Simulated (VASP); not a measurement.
# Sb (P6_3/mmc) in VASP: further runs, part 2 of 2

VASP 6.6.1.

**3. Single point, PBEsol**

This run uses another cell than the first one, of 25.78 Å³/atom, 1.385 times its volume.

File INCAR:

```
SYSTEM = Sb
PREC     = Accurate       ! precision mode
ENCUT    = 500            ! plane-wave cutoff, eV
EDIFF    = 1E-6           ! SCF threshold, eV
ISMEAR   = 0              ! smearing method
SIGMA    = 0.1            ! smearing width, eV
LREAL    = .False.        ! projectors in reciprocal space
LASPH    = .True.         ! aspherical terms in the spheres
NELM     = 120            ! most SCF steps
ALGO     = Normal         ! electronic algorithm
ISIF     = 2              ! what is computed and relaxed
LWAVE    = .False.        ! write WAVECAR
LCHARG   = .True.         ! write CHGCAR
GGA      = PS             ! functional
LELF     = .True.         ! ELF
LVHAR    = .True.       
NBANDS   = 12             ! bands
GGA_COMPAT= .False.
```

File KPOINTS:

```
regular mesh
0
Gamma
  15 15 8
  0 0 0
```

File POSCAR:

```
Sb
1.0
    3.3010484151      0.0000000000      0.0000000000
   -1.6505242076      2.8587917866      0.0000000000
    0.0000000000      0.0000000000      5.4646253736
Sb
2
Direct
    0.3333333333      0.6666666667      0.2500000000
    0.6666666667      0.3333333333      0.7500000000
```

Potentials or basis: VASP PAW PBE potentials, release 64 (Sb).

Started as:

```
$ cat potpaw_PBE.64/Sb/POTCAR > POTCAR
$ mpirun -np 1 vasp_std > vasp.out
```

OUTCAR:

```text
SYSTEM = Sb
   PREC = Accurate
   ENCUT = 500
   EDIFF = 1E-6
   ISMEAR = 0
   LREAL = .False.
   LASPH = .True.
   NELM = 120
   ISIF = 2
   GGA = PS

 ion  position               nearest neighbor table
   1  0.333  0.667  0.250-   2 3.33   2 3.33   2 3.33   2 3.33   2 3.33   2 3.33
   2  0.667  0.333  0.750-   1 3.33   1 3.33   1 3.33   1 3.33   1 3.33   1 3.33

  LATTYP: Found a hexagonal cell.
 ALAT       =     3.3010484151
 C/A-ratio  =     1.6554211531

  Lattice vectors:

 A1 = (   3.3010484151,   0.0000000000,   0.0000000000)
 A2 = (  -1.6505242076,   2.8587917866,   0.0000000000)
 A3 = (   0.0000000000,   0.0000000000,   5.4646253736)

Analysis of symmetry for initial positions (statically):
=====================================================================
 Subroutine PRICEL returns:
 Original cell was already a primitive cell.

 Routine SETGRP: Setting up the symmetry group for a
 hexagonal supercell.

 Subroutine GETGRP returns: Found 24 space group operations
 (whereof 12 operations were pure point group operations)
 out of a pool of 24 trial point group operations.

The static configuration has the point symmetry D_3d.
 The point group associated with its full space group is D_6h.

Analysis of symmetry for dynamics (positions and initial velocities):
=====================================================================
 Subroutine PRICEL returns:
 Original cell was already a primitive cell.

 Routine SETGRP: Setting up the symmetry group for a
 hexagonal supercell.

 Subroutine GETGRP returns: Found 24 space group operations
 (whereof 12 operations were pure point group operations)
 out of a pool of 24 trial point group operations.

The dynamic configuration has the point symmetry D_3d.
 The point group associated with its full space group is D_6h.

 Subroutine INISYM returns: Found 24 space group operations
 (whereof 12 operations are pure point group operations),
 and found     1 'primitive' translations

[... 115 lines left out ...]
  volume/ion in A,a.u.               =      25.78       174.00
  Fermi-wavevector in a.u.,A,eV,Ry     =   0.947567  1.790642 12.216441  0.897883
  Thomas-Fermi vector in A             =   2.075673
   LORBIT       =      0    0 simple, 1 ext, 2 COOP (PROOUT), +10 PAW based schemes
   GGA     = PS    functional components
   LHFCALC =     F    Hartree Fock is set to
   AEXX    =    0.0000 exact exchange contribution
   IVDW    =     0    specifies the selected vdW correction
   LEPSILON=     F    determine dielectric tensor
   LRPA    =     F    only Hartree local field effects (RPA)
 non-spin polarized calculation
 Gauss-broadening in eV      SIGMA  =   0.10
  energy-cutoff  :      500.00
  volume of cell :       51.57
 maximum number of plane-waves:      1332
   NGX = 13   NGY = 13   NGZ = 19

 number of electron      10.0000000 magnetization

 Free energy of the ion-electron system (eV)
  ---------------------------------------------------
  ext. energy  EPLUGINS =         0.00000000
  ---------------------------------------------------
  free energy    TOTEN  =        -8.68412493 eV

  energy without entropy =       -8.67655457  energy(sigma->0) =       -8.68033975

 E-fermi :   8.9966     XC(G=0): -10.5200

 val. band max:        8.9957249890   @ k =   0.4000  -0.0000   0.3750
 cond. band min:       9.0079770178   @ k =   0.4000   0.0667   0.1250
 fundamental gap:      0.0122520288
 Fermi energy:         8.9965797838

 k-point     1 :       0.0000    0.0000    0.0000
  band No.  band energies     occupation
      1      -4.3326      2.00000
      2      -0.4631      2.00000
      3       2.8202      2.00000
      4      12.8936      0.00000
      5      12.8936      0.00000
      6      14.4649      0.00000
      7      14.5495      0.00000
      8      14.5495      0.00000
      9      17.0462      0.00000
     10      17.9967      0.00000
     11      19.1601      0.00000
     12      19.1601      0.00000
[... 331 lines left out ...]
 k-point    24 :       0.4000    0.2000    0.0000
  band No.  band energies     occupation
      1      -0.0043      2.00000
      2       1.0593      2.00000
      3       4.6365      2.00000
      4       6.2079      2.00000
      5       6.7400      2.00000
      6       7.1589      2.00000
      7       8.8054      1.99315
      8       9.6408      0.00000
      9      13.3886      0.00000
     10      17.6671      0.00000
     11      20.8472      0.00000
     12      21.4508      0.00000

 [... further k-points ...]
[... 5 lines left out ...]
  --------------------------------------------------------------------------------------
  -------------------------------------------------------------------------------------
  Total        0.3319977      0.3319977      0.3053044     -0.0000000      0.0000000      0.0000000
  in kB       10.3145627     10.3145627      9.4852512     -0.0000000      0.0000000      0.0000000
  external PRESSURE =      10.0381255 kB  Pullay stress =       0.0000000 kB

 VOLUME and BASIS-vectors are now :
 -----------------------------------------------------------------------------
  energy-cutoff  :      500.00
  volume of cell :       51.57
      direct lattice vectors                 reciprocal lattice vectors
     3.301048415  0.000000000  0.000000000     0.302934060  0.174899061  0.000000000
    -1.650524208  2.858791787  0.000000000     0.000000000  0.349798123  0.000000000
     0.000000000  0.000000000  5.464625374     0.000000000  0.000000000  0.182995161

 POSITION                                       TOTAL-FORCE (eV/Angst)
 -----------------------------------------------------------------------------------
     -0.00000      1.90586      1.36616         0.000000      0.000000      0.000000
      1.65052      0.95293      4.09847        -0.000000      0.000000      0.000000
 -----------------------------------------------------------------------------------
    total drift:                               -0.000000      0.000000      0.000000

  FREE ENERGIE OF THE ION-ELECTRON SYSTEM (eV)
  ---------------------------------------------------
  free  energy   TOTEN  =        -8.6841249294 eV

  energy  without entropy=       -8.6765545694  energy(sigma->0) =       -8.68033975
```

OSZICAR:

```text
N       E                     dE             d eps       ncg     rms          rms(c)
DAV:   1     0.324439281065E+02    0.32444E+02   -0.35848E+03  3240   0.649E+02
DAV:   2    -0.701360619579E+01   -0.39458E+02   -0.38087E+02  4308   0.107E+02
DAV:   3    -0.868403979597E+01   -0.16704E+01   -0.16516E+01  4080   0.245E+01
DAV:   4    -0.869717664630E+01   -0.13137E-01   -0.13133E-01  3612   0.259E+00
DAV:   5    -0.869731298083E+01   -0.13633E-03   -0.13633E-03  3964   0.293E-01    0.252E+00
DAV:   6    -0.868884385465E+01    0.84691E-02   -0.32282E-03  3624   0.272E-01    0.144E+00
DAV:   7    -0.868413568295E+01    0.47082E-02   -0.62929E-03  3456   0.379E-01    0.363E-02
DAV:   8    -0.868412496509E+01    0.10718E-04   -0.80918E-05  3896   0.652E-02    0.142E-02
DAV:   9    -0.868412492938E+01    0.35708E-07   -0.13562E-06  2736   0.937E-03
   1 F= -.86841249E+01 E0= -.86803397E+01  d E =-.757036E-02
```

Run time: 55 s. Hardware: 1 thread of Intel Xeon 8259CL, shared host; peak memory 0.2 GiB.

Results:

```yaml
Free_energy: -8.6841 eV
Pressure: 1.0 GPa
Band_gap_on_the_k_mesh: zero (band 5 reaches 13.72 eV, above the bottom of band 6 at 5.52 eV)
```

Stress tensor (GPa, compression positive):
```
1.03 0.00 0.00
0.00 1.03 0.00
0.00 0.00 0.95
```

Caveat: the PAW data sets were made with another functional, which shifts forces and pressure a little; spin-orbit coupling is left out, which moves the levels of the heavy elements.

**4. Single point, PBEsol**

This run uses another cell than the first one, of 26.55 Å³/atom, 1.426 times its volume.

INCAR is that of step 3.

KPOINTS is that of step 3.

File POSCAR:

```
Sb
1.0
    3.3307207658      0.0000000000      0.0000000000
   -1.6653603829      2.8844887961      0.0000000000
    0.0000000000      0.0000000000      5.5271338059
Sb
2
Direct
    0.3333333333      0.6666666667      0.2500000000
    0.6666666667      0.3333333333      0.7500000000
```

Started as:

```
$ cat potpaw_PBE.64/Sb/POTCAR > POTCAR
$ mpirun -np 1 vasp_std > vasp.out
```

Wall time 57 s (1 thread of Intel Xeon 8259CL, shared host); peak memory 0.21 GiB.

The run converged. Its results:

```yaml
Free_energy: -8.6838 eV
Pressure: -1.0 GPa
Band_gap_on_the_k_mesh: zero (band 5 reaches 13.17 eV, above the bottom of band 6 at 5.25 eV)
```

Levels at points of the mesh, in eV from the Fermi level:
```csv
k point,band 2,band 3,band 4,band 5,band 6,band 7,band 8,band 9
"(0.00, 0.00, 0.00)",-9.41,-5.99,3.77,3.77,5.21,5.36,5.36,7.93
"(0.00, 0.00, 0.50)",-11.89,-1.05,-1.05,4.56,4.56,4.56,4.56,8.82
```

Caveat: the PAW data sets were made with another functional, which shifts forces and pressure a little; spin-orbit coupling is left out, which moves the levels of the heavy elements.

**5. Single point, PBEsol**

This run uses another cell than the first one, of 16.46 Å³/atom, 0.884 times its volume.

File INCAR:

```
  PREC = Accurate
  ENCUT = 500
  EDIFF = 1E-6
  ISMEAR = 0
  SIGMA = 0.1
  LREAL = False
  LASPH = True
  NELM = 120
  ALGO = Normal
  ISIF = 2
  LWAVE = False
  LCHARG = False
  GGA = PS
  NBANDS = 12
  GGA_COMPAT = False
```

File KPOINTS:

```
Automatic mesh
0
Gamma
  18 18 10
```

File POSCAR:

```
Sb
1.0
    2.8933762968      0.0000000000      0.0000000000
   -1.4466881484      2.5057373757      0.0000000000
    0.0000000000      0.0000000000      4.5413831721
Sb
2
Direct
    0.3333333333      0.6666666667      0.2500000000
    0.6666666667      0.3333333333      0.7500000000
```

Started as:

```
$ cat potpaw_PBE.64/Sb/POTCAR > POTCAR
$ mpirun -np 1 vasp_std > vasp.out
```

Run time: 83 s. Hardware: 1 thread of Intel Xeon 8259CL, shared host; peak memory 0.21 GiB.

Results (log left out):

```yaml
Free_energy: -5.0730 eV
Pressure: 92.4 GPa
Band_gap_on_the_k_mesh: zero (band 5 reaches 23.60 eV, above the bottom of band 6 at 10.73 eV)
```

Levels at points of the mesh, in eV from the Fermi level:
```tsv
k point	band 1	band 2	band 3	band 4	band 5	band 6	band 7	band 8	band 9	band 10
(0.00, 0.00, 0.00)	-18.08	-10.22	-9.65	5.49	5.49	8.07	8.07	8.64	9.19	10.95
(0.50, 0.00, 0.00)	-11.97	-10.89	-4.09	-4.04	-3.96	-1.20	-0.23	4.39	6.41	8.15
(0.00, 0.00, 0.50)	-16.07	-16.07	0.07	0.07	7.09	7.09	7.09	7.09	8.92	8.92
(0.50, 0.00, 0.50)	-10.00	-10.00	-8.78	-8.78	2.07	2.07	3.94	3.94	5.83	5.83
```

Caveat: the PAW data sets were made with another functional, which shifts forces and pressure a little; spin-orbit coupling is left out, which moves the levels of the heavy elements.

**6. Overview**

```csv
cell,k mesh,gap on the mesh (eV),pressure (GPa)
"a = 2.976, b = 2.976, c = 4.855 Å, angles 90.0, 90.0, 120.0°, 2 atoms",18 × 18 × 8,none,51.0
"a = 3.301, b = 3.301, c = 5.465 Å, angles 90.0, 90.0, 120.0°, 2 atoms",15 × 15 × 8,none,1.0
"a = 3.331, b = 3.331, c = 5.527 Å, angles 90.0, 90.0, 120.0°, 2 atoms",15 × 15 × 8,none,-1.0
"a = 2.893, b = 2.893, c = 4.541 Å, angles 90.0, 90.0, 120.0°, 2 atoms",18 × 18 × 10,none,92.4
```

Alike in all rows: task single point; level PBEsol; potentials or basis VASP PAW PBE potentials, release 64 (Sb); no spin polarisation; cutoff (eV) 500; smearing gaussian 0.1 eV.

Caveats: the PAW data sets were made with another functional, which shifts forces and pressure a little; spin-orbit coupling is left out, which moves the levels of the heavy elements.

Total energies depend on the potentials used, so only differences within one code and one set of settings carry meaning.
